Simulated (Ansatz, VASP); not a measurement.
## NaCl in VASP and in Ansatz

```
Na Cl
1.0
     0.00000    2.89288    2.89288
     2.89288    0.00000    2.89288
     2.89288    2.89288    0.00000
Na Cl
1 1
Direct
  0.00000 0.00000 0.00000
  0.50000 0.50000 0.50000
```

Alike in both runs: task single point; functional PBE; k mesh 5 × 5 × 5; no spin polarisation.

|  | VASP | Ansatz |
| --- | --- | --- |
| version | VASP 6.6.1 | Ansatz 0.2.0 |
| potentials or method | VASP PAW PBE potentials, release 64 (Na_pv, Cl), cutoff 520 eV | PAW plane waves |
| occupations | methfessel-paxton of order 1, width 0.0138 eV | cold, width 0.0138 eV |
| valence electrons in the cell | 14 | 16 |

|  | VASP | Ansatz | Ansatz less VASP |
| --- | --- | --- | --- |
| gap on the k mesh at the Fermi level (eV) | 4.83 | 4.83 | 0.000 |
| pressure (GPa) | -1.0 | -1.0 | +0.04 |

VASP's potentials hold 14 valence electrons a cell and Ansatz's 16, so a difference there can come from the potentials and not from the codes.
